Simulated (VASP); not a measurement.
# Li16H3C in VASP: further runs, part 2 of 2

VASP 6.6.1. Earlier steps stand in the parts before.

## (3) Single point, PBE+D3(BJ)

The input, INCAR:

```
SYSTEM = Li16H3C
PREC = Accurate ; ENCUT = 520
EDIFF = 1E-6 ; ISMEAR = 0
SIGMA = 0.05 ; LREAL = Auto
LASPH = .True. ; NELM = 80
ALGO = Normal ; ISIF = 2
LWAVE = .False. ; LCHARG = .False.
GGA = PE ; IVDW = 12
NBANDS = 44
```

The input, KPOINTS:

```
Automatic mesh
0
Gamma
  3 3 1
  0 0 0
```

The input, POSCAR:

```
Li16H3C
1.0
    6.9800000000      0.0000000000      0.0000000000
    3.4900000000      4.9356050000      0.0000000000
    0.0000000000      0.0000000000     18.4034080000
Li C H
16 1 3
Direct
   -0.2500000507      0.5000001013      0.0543377618
    0.2499999493      0.5000001013      0.0543377618
   -0.2500000000      1.0000000000      0.0543377618
    0.2500000000      1.0000000000      0.0543377618
    0.0105586338     -0.0579665512      0.1823178077
    0.5746764541     -0.1189414469      0.1721867493
    0.0799161210      0.3937130301      0.1769007132
    0.5048661920      0.4526928310      0.1845366358
   -0.1936938402      0.4492610328      0.2976085734
    0.1927314623      0.5736488232      0.3207627631
   -0.3220184469      1.0490744296      0.2966977095
    0.2926291683      0.9946261907      0.2978795014
   -0.0078885801      0.0445679912      0.4067305903
    0.3368633540      0.2092993665      0.4258632423
   -0.1038843858      0.6182034421      0.4164006471
    0.4732113391      0.5896584107      0.4102860188
    0.1765742551      0.6372385959      0.4405387307
    0.0762625235      0.2598887067      0.3675061706
    0.3147554497      0.5590455476      0.4837229604
    0.0186376891      0.7628363696      0.4764857140
```

Potentials or basis: VASP PAW PBE potentials, release 64 (Li_sv, C, H).

Launch:

```
$ cat potpaw_PBE.64/Li_sv/POTCAR potpaw_PBE.64/C/POTCAR potpaw_PBE.64/H/POTCAR > POTCAR
$ mpirun -np 1 vasp_std > vasp.out
```

OUTCAR:

```text
SYSTEM = Li16H3C
   PREC = Accurate
   ENCUT = 520
   EDIFF = 1E-6
   ISMEAR = 0
   LREAL = Auto
   LASPH = .True.
   NELM = 80
   ISIF = 2
   GGA = PE
   IVDW = 12
 IVDW          = 12

 ion  position               nearest neighbor table
   1  0.750  0.500  0.054-
   2  0.250  0.500  0.054-
   3  0.750  0.000  0.054-
   4  0.250  0.000  0.054-
   5  0.011  0.942  0.182-
   6  0.575  0.881  0.172-
   7  0.080  0.394  0.177-
   8  0.505  0.453  0.185-
   9  0.806  0.449  0.298-
  10  0.193  0.574  0.321-  17 2.23  16 2.60
  11  0.678  0.049  0.297-
  12  0.293  0.995  0.298-
  13  0.992  0.045  0.407-  17 2.11
  14  0.337  0.209  0.426-  17 2.16
  15  0.896  0.618  0.416-  17 2.07
  16  0.473  0.590  0.410-  17 2.00  10 2.60
  17  0.177  0.637  0.441-  19 1.12  20 1.12  16 2.00  15 2.07  13 2.11  14 2.16  10 2.23
  18  0.076  0.260  0.368-
  19  0.315  0.559  0.484-  17 1.12
  20  0.019  0.763  0.476-  17 1.12

  LATTYP: Found a base centered orthorhombic cell.
 ALAT       =     6.9800000000
 B/A-ratio  =     1.4142134670
 C/A-ratio  =     2.6365914040

  Lattice vectors:

 A1 = (   3.4900000000,  -4.9356050000,   0.0000000000)
 A2 = (   3.4900000000,   4.9356050000,   0.0000000000)
 A3 = (   0.0000000000,   0.0000000000,  18.4034080000)

Analysis of symmetry for initial positions (statically):
=====================================================================
 Subroutine PRICEL returns:
 Original cell was already a primitive cell.

 Routine SETGRP: Setting up the symmetry group for a
 base centered orthorhombic supercell.

 Subroutine GETGRP returns: Found  1 space group operations
 (whereof  1 operations were pure point group operations)
 out of a pool of  8 trial point group operations.

The static configuration has the point symmetry C_1 .

Analysis of symmetry for dynamics (positions and initial velocities):
=====================================================================
 Subroutine PRICEL returns:
 Original cell was already a primitive cell.

 Routine SETGRP: Setting up the symmetry group for a
 base centered orthorhombic supercell.

 Subroutine GETGRP returns: Found  1 space group operations
 (whereof  1 operations were pure point group operations)
 out of a pool of  8 trial point group operations.

The dynamic configuration has the point symmetry C_1 .

 Subroutine INISYM returns: Found  1 space group operations
 (whereof  1 operations are pure point group operations),
 and found     1 'primitive' translations

----------------------------------------------------------------------------------------

                                     Primitive cell

  volume of cell :     634.0070

  direct lattice vectors                    reciprocal lattice vectors
     6.980000000  0.000000000  0.000000000     0.143266476 -0.101304703  0.000000000
     3.490000000  4.935605000  0.000000000     0.000000000  0.202609407  0.000000000
     0.000000000  0.000000000 18.403408000     0.000000000  0.000000000  0.054337762
[... 69 lines left out ...]

 Subroutine IBZKPT returns following result:
 ===========================================

 Found      5 irreducible k-points:

 Following reciprocal coordinates:
            Coordinates               Weight
  0.000000  0.000000  0.000000      1.000000
  0.333333  0.000000  0.000000      2.000000
  0.333333  0.333333  0.000000      2.000000
  0.000000  0.333333  0.000000      2.000000
 -0.333333  0.333333  0.000000      2.000000
   k-points           NKPTS =      5   k-points in BZ     NKDIM =      5   number of bands    NBANDS=     44
   number of dos      NEDOS =    301   number of ions     NIONS =     20
   total plane-waves  NPLWV = 362880
   dimension x,y,z NGX =    54 NGY =   48 NGZ =  140
   dimension x,y,z NGXF=   108 NGYF=   96 NGZF=  280
   ions per type =              16   1   3
   NGX,Y,Z   is equivalent  to a cutoff of  12.86, 13.20, 12.65 a.u.
   NGXF,Y,Z  is equivalent  to a cutoff of  25.72, 26.40, 25.29 a.u.
 SYSTEM =  Li16H3C
   PREC   = accura    normal or accurate (medium, high low for compatibility)
   ISTART =      0    job   : 0-new  1-cont  2-samecut
   ICHARG =      2    charge: 1-file 2-atom 10-const
   ISPIN  =      1    spin polarized calculation?
   LNONCOLLINEAR =      F non collinear calculations
   LSORBIT =      F    spin-orbit coupling
   LASPH  =      T    aspherical Exc in radial PAW
   ENCUT  =  520.0 eV  38.22 Ry    6.18 a.u.  12.98 11.24 34.22*2*pi/ulx,y,z
   NELM   =     80;   NELMIN=  2; NELMDL= -5     # of ELM steps
   EDIFF  = 0.1E-05   stopping-criterion for ELM
   LREAL  =      T    real-space projection
   EDIFFG = 0.1E-04   stopping-criterion for IOM
   NSW    =      0    number of steps for IOM
   IBRION =     -1    ionic relax: 0-MD 1-quasi-New 2-CG
   NFREE  =      0    steps in history (QN), initial steepest desc. (CG)
   ISIF   =      2    stress and relaxation
   ISYM   =      2    0-nonsym 1-usesym 2-fastsym
   POTIM  = 0.5000    time-step for ionic-motion
   TEBEG  =    0.0;   TEEND  =   0.0 temperature during run
   PSTRESS=    0.0 pullay stress
   NELECT =      55.0000    total number of electrons
   NUPDOWN=      -1.0000    fix difference up-down
   EMIN   =  10.00;   EMAX   =-10.00  energy-range for DOS
   EFERMI =   0.00;   METHOD = LEGACY
   ISMEAR =     0;   SIGMA  =   0.05  broadening in eV -4-tet -1-fermi 0-gaus
   EFERMI_NEDOS =   21; number of points for ismear=-14 and -15
   IALGO  =     38    algorithm
   IMIX   =      4    mixing-type and parameters
     AMIX     =   0.40;   BMIX     =  1.00
     AMIX_MAG =   1.60;   BMIX_MAG =  1.00
  volume/ion in A,a.u.               =      31.70       213.92
  Fermi-wavevector in a.u.,A,eV,Ry     =   0.724710  1.369504  7.145846  0.525205
  Thomas-Fermi vector in A             =   1.815248
   LORBIT       =      0    0 simple, 1 ext, 2 COOP (PROOUT), +10 PAW based schemes
   GGA     = PE    functional components
   LHFCALC =     F    Hartree Fock is set to
   AEXX    =    0.0000 exact exchange contribution
   IVDW    =    12    specifies the selected vdW correction
   LEPSILON=     F    determine dielectric tensor
   LRPA    =     F    only Hartree local field effects (RPA)
 non-spin polarized calculation
 Gauss-broadening in eV      SIGMA  =   0.05
  energy-cutoff  :      520.00
  volume of cell :      634.01
 maximum number of plane-waves:     17087
 NGX is ok and might be reduce to    54
   NGX = 25   NGY = 23   NGZ = 69

 number of electron      55.0000002 magnetization

 Free energy of the ion-electron system (eV)
  ---------------------------------------------------
  ext. energy  EPLUGINS =         0.00000000
  ---------------------------------------------------
  free energy    TOTEN  =       -48.70664940 eV

  energy without entropy =      -48.69550279  energy(sigma->0) =      -48.70107609

 E-fermi :  -0.9020     XC(G=0):  -4.5073

 val. band max:       -0.9262902690   @ k =   0.0000   0.0000   0.0000
 cond. band min:      -0.8785473663   @ k =   0.3333   0.3333   0.0000
 fundamental gap:      0.0477429027
 Fermi energy:        -0.9019842535

 k-point     1 :       0.0000    0.0000    0.0000
  band No.  band energies     occupation
      1     -47.9870      2.00000
      2     -47.9276      2.00000
      3     -47.9258      2.00000
      4     -47.8408      2.00000
      5     -47.5558      2.00000
      6     -47.4626      2.00000
[... 199 lines left out ...]
     38       1.7932      0.00000
     39       1.9291      0.00000
 [bands above 39 left out]

------------------------ aborting loop because EDIFF is reached ----------------------------------------

 Edisp (eV)   -2.45675

 E8    (eV) :    -1.0253

  FORCE on cell =-STRESS in cart. coord.  units (eV):
  Direction    XX          YY          ZZ          XY          YZ          ZX
  --------------------------------------------------------------------------------------
  -------------------------------------------------------------------------------------
  Total      -1.66982    -3.40089    -0.23787    -0.20217     0.12003    -0.09463
  in kB      -4.21973    -8.59426    -0.60111    -0.51090     0.30333    -0.23913
  external pressure =       -4.47 kB  Pullay stress =        0.00 kB

 VOLUME and BASIS-vectors are now :
 -----------------------------------------------------------------------------
  energy-cutoff  :      520.00
  volume of cell :      634.01
      direct lattice vectors                 reciprocal lattice vectors
     6.980000000  0.000000000  0.000000000     0.143266476 -0.101304703  0.000000000
     3.490000000  4.935605000  0.000000000     0.000000000  0.202609407  0.000000000
     0.000000000  0.000000000 18.403408000     0.000000000  0.000000000  0.054337762

 POSITION                                       TOTAL-FORCE (eV/Angst)
 -----------------------------------------------------------------------------------
      6.98000      2.46780      1.00000        -0.005597     -0.036599      0.042516
      3.49000      2.46780      1.00000         0.043333      0.001913     -0.060207
      5.23500      0.00000      1.00000        -0.024229      0.035356     -0.013013
      1.74500      0.00000      1.00000         0.003405     -0.022104      0.018742
      3.36140      4.64951      3.35527         0.000261      0.002125     -0.000863
      7.08614      4.34856      3.16882        -0.001748     -0.000962     -0.001113
[... 12 lines left out ...]
      4.14806      2.75923      8.90215         0.003562      0.001668      0.006003
      2.79239      3.76506      8.76896        -0.013396      0.012876      0.015615
 -----------------------------------------------------------------------------------
    total drift:                               -0.007691     -0.003022     -0.007563

  FREE ENERGIE OF THE ION-ELECTRON SYSTEM (eV)
  ---------------------------------------------------
  free  energy   TOTEN  =       -51.1633996411 eV

  energy  without entropy=      -51.1522530373  energy(sigma->0) =      -51.15782634
```

Run time: 3.5 min. Hardware: 1 thread of Intel Xeon 6975P-C (Granite Rapids), shared host; peak memory 0.71 GiB.

Results:

```
Free energy                : -51.1634 eV
Largest force              : 0.074 eV/Å
Dispersion energy per atom : -0.123 eV
```

Forces on the atoms (eV/Å):
```
Li  -0.006 -0.037  0.043
Li   0.043  0.002 -0.060
Li  -0.024  0.035 -0.013
Li   0.003 -0.022  0.019
Li   0.000  0.002 -0.001
Li  -0.002 -0.001 -0.001
Li  -0.004  0.000  0.001
Li   0.000  0.001  0.004
Li  -0.003  0.005  0.000
Li  -0.001  0.004 -0.003
Li  -0.001  0.001 -0.002
Li   0.003 -0.002  0.001
Li  -0.003  0.006  0.003
Li   0.002  0.000  0.008
Li  -0.007  0.009  0.002
Li   0.016 -0.003 -0.002
C   -0.003 -0.016 -0.011
H   -0.005  0.001 -0.009
H    0.004  0.002  0.006
H   -0.013  0.013  0.016
```

Caveat: the k points lie up to 0.42 Å⁻¹ apart; the cutoff is under 1.25 times the usual one of these potentials, so pressure, stress and relaxed cells hold a basis-set (Pulay) error.
